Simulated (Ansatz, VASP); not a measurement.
# Two plane-wave programs on Eu

```
CELL_PARAMETERS angstrom
0.00000 2.42853 2.42853
2.42853 0.00000 2.42853
2.42853 2.42853 0.00000
ATOMIC_POSITIONS crystal
Eu 0.00000 0.00000 0.00000
```

Change from the starting cell: volume scaled by 0.66, PAW files.

Alike in both runs: task single point; functional PBE; k mesh 9 × 9 × 9; occupations fermi-dirac, width 0.08 eV; collinear spin.

```csv
,VASP,Ansatz
version,VASP 6.6.1,Ansatz 0.2.0
potentials or method,"VASP PAW PBE potentials, release 64 (Eu)","PAW with Ansatz's default frozen-core files, scalar-relativistic"
plane-wave cutoff (eV),520,420
valence electrons in the cell,17,17
```

|  | VASP | Ansatz | Ansatz less VASP |
| --- | --- | --- | --- |
| pressure (GPa) | 10.5 | 10.6 | +0.18 |
| net moment per atom (μB) | 7.37 | 7.38 | +0.012 |
| size of the moment on the site where the two differ most (μB) | 6.71 | 7.04 | +0.328 |

Site moments also hang on the region over which each program counts them.

Spin-orbit coupling is off throughout.
